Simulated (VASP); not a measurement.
Here is a VASP 6.6.1 calculation.

File INCAR:

```
PREC     = Accurate       # precision mode
ENCUT    = 600            # plane-wave cutoff, eV
EDIFF    = 1E-6           # SCF threshold, eV
ISMEAR   = 0              # smearing method
SIGMA    = 0.15           # smearing width, eV
LREAL    = F              # projectors in reciprocal space
LASPH    = T              # aspherical terms in the spheres
NELM     = 80             # most SCF steps
ALGO     = Normal         # electronic algorithm
ISIF     = 3              # what is computed and relaxed
LWAVE    = F              # write WAVECAR
LCHARG   = F              # write CHGCAR
GGA      = PE             # functional
IBRION   = 2              # ionic algorithm
NSW      = 36             # ionic steps
EDIFFG   = -0.08          # ionic threshold
```

Contents of KPOINTS:

```
Automatic mesh
0
Gamma
  3 3 2
```

The input POSCAR:

```
Ta2Bi2O
1.0
    3.8335926300      0.0000000000      0.0000000000
    0.0000000000      3.8335926300      0.0000000000
    0.0000000000      0.0000000000      8.1460023100
Ta Bi O
2 2 1
Direct
    0.0000000000      0.0000000000      0.7673779200
    0.0000000000      0.0000000000      0.2326220800
    0.5000000000      0.5000000000      0.5000000000
    0.0000000000      0.0000000000      0.5000000000
    0.5000000000      0.5000000000      0.0000000000
```

Potentials or basis: VASP PAW PBE potentials, release 64 (Ta_pv, Bi_d, O).

Command:

```sh
$ cat potpaw_PBE.64/Ta_pv/POTCAR potpaw_PBE.64/Bi_d/POTCAR potpaw_PBE.64/O/POTCAR > POTCAR
$ mpirun -np 1 vasp_std > vasp.out
```

(1) Predict the relaxed cell.

(2) What does it give for the space group after relaxing (to 0.1 Å)?

(3) Predict the relaxed volume.

Answers

(1) a = 4.133 Å, b = 4.133 Å, c = 8.135 Å, α = 90.00°, β = 90.00°, γ = 90.00°.

(2) P4/mmm (No. 123).

(3) 27.80 Å³/atom.

Caveat: the k points lie up to 0.51 Å⁻¹ apart in the final cell, too coarse for converged energies and pressures of a metal; the volume moved by over 15 % at a fixed basis, so the end points are rough.
